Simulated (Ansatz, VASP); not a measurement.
# Two plane-wave programs on Sb

The input INCAR:

```
PREC     = Accurate       # precision mode
ENCUT    = 520            # plane-wave cutoff, eV
EDIFF    = 1E-8           # SCF threshold, eV
ISMEAR   = -1             # smearing method
SIGMA    = 0.05           # smearing width, eV
LREAL    = F              # projectors in reciprocal space
LASPH    = T              # aspherical terms in the spheres
NELM     = 60             # most SCF steps
ALGO     = Normal         # electronic algorithm
ISIF     = 2              # what is computed and relaxed
LWAVE    = F              # write WAVECAR
LCHARG   = F              # write CHGCAR
GGA      = PS             # functional
LEFG     = T            
NBANDS   = 12             # bands
```

File KPOINTS:

```
regular mesh
0
Gamma
  9 9 9
```

File POSCAR:

```
Sb
1.0
    2.2253850772      1.3300686856      3.7948837502
   -2.0758155868      1.2655506756      3.7303657402
    0.0189105096     -2.4271393611      3.7067505096
Sb
2
Direct
    0.2336400000      0.2336400000      0.2336400000
    0.7663600000      0.7663600000      0.7663600000
```

Input for Ansatz:

```yaml
crystal:
  lattice:
    - [2.2253850772, 1.3300686856, 3.7948837502]
    - [-2.0758155868, 1.2655506756, 3.7303657402]
    - [0.0189105096, -2.4271393611, 3.7067505096]
  atoms:
    - { symbol: Sb, position: [0.23364, 0.23364, 0.23364] }
    - { symbol: Sb, position: [0.76636, 0.76636, 0.76636] }
kpoints:
  mp_grid: { grid: [9, 9, 9] }
scf:
  occupations: { method: fermi_dirac, width: 0.05 }
hamiltonian:
  xc: pbesol
  pseudopotentials: { kind: paw }
output:
  forces: true
  stress: true
  eigenvalues: true
  efg: { contact_densities: true }
```

Change from the starting cell: equal xy, yz and zx shear strains of +3 %, PAW files.

Alike in both runs: task electric field gradients; functional PBEsol; k mesh 9 × 9 × 9; occupations fermi-dirac, width 0.05 eV; no spin polarisation.

|  | VASP | Ansatz |
| --- | --- | --- |
| version | VASP 6.6.1 | Ansatz 0.2.0 |
| potentials or method | VASP PAW PBE potentials, release 64 (Sb) | PAW with Ansatz's default frozen-core files, scalar-relativistic |
| plane-wave cutoff (eV) | 520 | 420 |
| valence electrons in the cell | 10 | 30 |

VASP gave:

- pressure (GPa): 0.7
- traceless stress, the component that is largest in VASP (GPa): -1.73
- rms of the force components (eV/Å): 0.152
- size of Vzz on the site where it differs most (V/Å²): 48.3

Question: Which values does Ansatz return?

Answer: Pressure (GPa): 0.5; traceless stress, the component that is largest in VASP (GPa): -1.71; rms of the force components (eV/Å): 0.126; size of Vzz on the site where it differs most (V/Å²): 51.6.

VASP's potentials were made for PBE, not for PBEsol. Atom by atom the forces differ by 0.033 eV/Å (rms over components). VASP's potentials hold 10 valence electrons a cell and Ansatz's 30, so a difference there can come from the potentials and not from the codes.

Spin-orbit coupling is off throughout.
